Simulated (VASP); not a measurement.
Here is a VASP 6.6.1 calculation.

INCAR

```
PREC     = Accurate       # precision mode
ENCUT    = 520            # plane-wave cutoff, eV
EDIFF    = 1E-6           # SCF threshold, eV
ISMEAR   = 0              # smearing method
SIGMA    = 0.15           # smearing width, eV
LREAL    = False          # projectors in reciprocal space
LASPH    = True           # aspherical terms in the spheres
NELM     = 60             # most SCF steps
ALGO     = Fast           # electronic algorithm
ISIF     = 2              # what is computed and relaxed
LWAVE    = False          # write WAVECAR
LCHARG   = False          # write CHGCAR
GGA      = PE             # functional
NBANDS   = 18             # bands
```

Contents of KPOINTS:

```
regular mesh
0
Gamma
  18 18 10
```

POSCAR

```
Sc
1.0
    3.3087978973      0.0000000000      0.0000000000
   -1.6543989486      2.8655030350     -0.0143275152
    0.0000000000     -0.0263400000      5.2680000000
Sc
2
Direct
    0.3333333333      0.6666666667      0.2500000000
    0.6666666667      0.3333333333      0.7500000000
```

Potentials or basis: VASP PAW PBE potentials, release 64 (Sc_sv).

Launch:

```bash
$ cat potpaw_PBE.64/Sc_sv/POTCAR > POTCAR
$ mpirun -np 1 vasp_std > vasp.out
```

(1) Predict the band gap on the k mesh.

(2) What does it give for the pressure?

Answers

(1) zero (bands 11 and 12 overlap by 1.35 eV).

(2) -0.6 GPa.

Caveat: the cell differs from its parent crystal (strain -0.0100 x Voigt [0, 0, 0, 1, 0, 0]).
